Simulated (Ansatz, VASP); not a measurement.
## One calculation of ZnS, two programs

Contents of INCAR:

```
  PREC = Accurate
  ENCUT = 520
  EDIFF = 1E-7
  ISMEAR = 0
  SIGMA = 0.05
  LREAL = F
  LASPH = T
  NELM = 100
  ALGO = Normal
  ISIF = 2
  LWAVE = F
  LCHARG = F
  GGA = PE
  NBANDS = 46
```

The input KPOINTS:

```
Automatic mesh
0
Gamma
  9 9 4
```

Contents of POSCAR:

```
ZnS
1.0
    3.8028074560      0.0000000000      0.0000000000
   -1.9014037280      3.2933278627      0.0000000000
    0.0000000000      0.0000000000     13.2246432091
Zn S
4 4
Direct
    0.0000000000      0.0000000000      0.0000492057
    0.0000000000      0.0000000000      0.5000492057
    0.3333333333      0.6666666667      0.2500242903
    0.6666666667      0.3333333333      0.7500242903
    0.0000000000      0.0000000000      0.1872905901
    0.0000000000      0.0000000000      0.6872905901
    0.3333333333      0.6666666667      0.4376359138
    0.6666666667      0.3333333333      0.9376359138
```

Input for Ansatz:

```yaml
crystal:
  lattice:
    - [3.802807456, 0.0, 0.0]
    - [-1.901403728, 3.2933278627, 0.0]
    - [0.0, 0.0, 13.2246432091]
  atoms:
    - { symbol: Zn, position: [0.0, 0.0, 4.92057e-05] }
    - { symbol: Zn, position: [0.0, 0.0, 0.5000492057] }
    - { symbol: Zn, position: [0.3333333333, 0.6666666667, 0.2500242903] }
    - { symbol: Zn, position: [0.6666666667, 0.3333333333, 0.7500242903] }
    - { symbol: S, position: [0.0, 0.0, 0.1872905901] }
    - { symbol: S, position: [0.0, 0.0, 0.6872905901] }
    - { symbol: S, position: [0.3333333333, 0.6666666667, 0.4376359138] }
    - { symbol: S, position: [0.6666666667, 0.3333333333, 0.9376359138] }
basis:
  ecutwfc: 520.0
kpoints:
  mp_grid: { grid: [9, 9, 4] }
hamiltonian:
  xc: pbe
scf:
  occupations: { method: gaussian, width: 0.05 }
output:
  forces: true
  stress: true
  eigenvalues: true
```

Alike in both runs: task single point; functional PBE; k mesh 9 × 9 × 4; occupations gaussian, width 0.05 eV; no spin polarisation.

|  | VASP | Ansatz |
| --- | --- | --- |
| version | VASP 6.6.1 | Ansatz 0.2.0 |
| potentials or method | VASP PAW PBE potentials, release 64 (Zn, S), cutoff 520 eV | scalar-relativistic, plane waves, PAW |
| valence electrons in the cell | 72 | 72 |

```csv
,VASP,Ansatz,Ansatz less VASP
gap on the k mesh at the Fermi level (eV),1.80,1.80,0.000
least direct gap on the mesh (eV),1.80,1.80,0.000
pressure (GPa),-1.2,-1.3,-0.14
"traceless stress, the component that is largest in VASP (GPa)",-4.39,-4.36,+0.034
rms of the force components (eV/Å),0.118,0.115,-0.0033
```

Atom by atom the forces differ by 0.003 eV/Å (rms over components). The functional is the same, so the differences come from potentials, cutoffs and numerics.
